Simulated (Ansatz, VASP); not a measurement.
**Pd: VASP beside Ansatz**

```
Pd
1.0
     0.00000    1.91595    1.91595
     1.91595    0.00000    1.91595
     1.91595    1.91595    0.00000
Pd
1
Direct
  0.00000 0.00000 0.00000
```

Alike in both runs: functional PBEsol; dispersion D3(BJ); k mesh 18 × 18 × 18; occupations gaussian, width 0.1 eV; no spin polarisation.

Ansatz relaxed the structure, and its values are those at the end. VASP's run is a single point on that final structure, the one shown.

|  | VASP | Ansatz |
| --- | --- | --- |
| version | VASP 6.6.1 | Ansatz 0.2.0 |
| potentials or method | VASP PAW PBE potentials, release 64 (Pd), cutoff 500 eV | scalar-relativistic, plane waves, PAW |
| valence electrons in the cell | 10 | 18 |

```tsv
	VASP	Ansatz	Ansatz less VASP
gap on the k mesh at the Fermi level (eV)	none	none	-
pressure (GPa)	-0.3	0.0	+0.33
```

VASP's potentials were made for PBE, not for PBEsol. A gap of «none» marks a metal or a gap that the smearing closes. VASP's potentials hold 10 valence electrons a cell and Ansatz's 18, so a difference there can come from the potentials and not from the codes.
